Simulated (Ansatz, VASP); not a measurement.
## Sn4As: VASP beside Ansatz

```
Sn As
1.0
     0.00000    4.99338    3.12081
     4.82921    0.00000    3.12081
     4.82921    4.99338    0.00000
Sn As
4 1
Cartesian
  4.8292 7.1601 4.3294
  4.8292 2.8267 4.3294
  6.8897 4.9934 4.6449
  2.7688 4.9934 4.6449
  4.8292 4.9934 0.7756
```

Change from the starting cell: the structure that the rattled cell fell into.

Alike in both runs: task single point; functional PBE; k mesh 4 × 4 × 4; occupations gaussian, width 0.1 eV; no spin polarisation.

|  | VASP | Ansatz |
| --- | --- | --- |
| version | VASP 6.6.1 | Ansatz 0.2.0 |
| potentials or method | VASP PAW PBE potentials, release 64 (Sn_d, As), cutoff 520 eV | scalar-relativistic, plane waves, PAW |
| valence electrons in the cell | 61 | 71 |

```csv
,VASP,Ansatz,Ansatz less VASP
gap on the k mesh at the Fermi level (eV),none,none,-
pressure (GPa),0.1,0.1,+0.02
"traceless stress, the component that is largest in VASP (GPa)",-0.34,-0.33,+0.007
rms of the force components (eV/Å),0.080,0.081,+0.0005
```

Atom by atom the forces differ by 0.002 eV/Å (rms over components). A gap of «none» marks a metal or a gap that the smearing closes. VASP's potentials hold 61 valence electrons a cell and Ansatz's 71, so a difference there can come from the potentials and not from the codes.
